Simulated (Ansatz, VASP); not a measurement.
# GaN: VASP beside Ansatz

File INCAR:

```
SYSTEM = GaN
PREC = Accurate
ENCUT = 520
EDIFF = 1E-7
ISMEAR = 0
SIGMA = 0.01
LREAL = .False.
LASPH = .True.
NELM = 100
ALGO = Normal
ISIF = 2
LWAVE = .False.
LCHARG = .True.
GGA = CA
LELF = .True.
LVHAR = .True.
NBANDS = 26
```

KPOINTS

```
regular mesh
0
Gamma
  8 8 4
  0 0 0
```

POSCAR

```
GaN
1.0
    3.1318883696      0.0000000000      0.0000000000
   -1.5659441848      2.7122948899      0.0000000000
    0.0000000000      0.0000000000      5.1061641377
Ga N
2 2
Direct
    0.3333333333      0.6666666667     -0.0006650310
    0.6666666667      0.3333333333      0.4993349690
    0.3333333333      0.6666666667      0.3756650310
    0.6666666667      0.3333333333      0.8756650310
```

Input for Ansatz:

```yaml
crystal:
  lattice:
    - [3.1318883696, 0.0, 0.0]
    - [-1.5659441848, 2.71229488989, 0.0]
    - [0.0, 0.0, 5.10616413771]
  atoms:
    - { symbol: Ga, position: [0.333333333333, 0.666666666667, -0.000665030973] }
    - { symbol: Ga, position: [0.666666666667, 0.333333333333, 0.499334969027] }
    - { symbol: "N", position: [0.333333333333, 0.666666666667, 0.375665030973] }
    - { symbol: "N", position: [0.666666666667, 0.333333333333, 0.875665030973] }
kpoints:
  mp_grid: { grid: [8, 8, 4] }
scf:
  occupations: { method: fixed }
  convergence: { dr2_threshold: 1.0e-10 }
hamiltonian:
  xc: lda
  pseudopotentials: { kind: all_electron, lapw: { basis_error: 0.0005 } }
output:
  forces: true
  stress: true
  eigenstates:
    kpoints:
      - [0.0, 0.0, 0.0]
      - [0.0, 0.0, -0.5]
      - [-0.5, 0.0, 0.0]
      - [-0.5, 0.5, 0.0]
      - [0.0, -0.5, 0.0]
      - [-0.5, 0.0, -0.5]
      - [-0.5, 0.5, -0.5]
      - [0.0, -0.5, -0.5]
  eigenvalues: true
```

Alike in both runs: task single point; functional LDA; k mesh 8 × 8 × 4; no spin polarisation.

|  | VASP | Ansatz |
| --- | --- | --- |
| version | VASP 6.6.1 | Ansatz 0.2.0 |
| potentials or method | VASP PAW LDA potentials, release 64 (Ga_d, N), cutoff 520 eV | all-electron LAPW, scalar-relativistic |
| occupations | gaussian, width 0.01 eV | fixed |

```csv
,VASP,Ansatz,Ansatz less VASP
gap on the k mesh at the Fermi level (eV),2.27,2.26,-0.010
pressure (GPa),5.2,4.2,-0.98
```

LDA's correlation is that of Perdew and Zunger in VASP and of Perdew and Wang (1992) in Ansatz. Ansatz ran all-electron here, and VASP with PAW potentials.
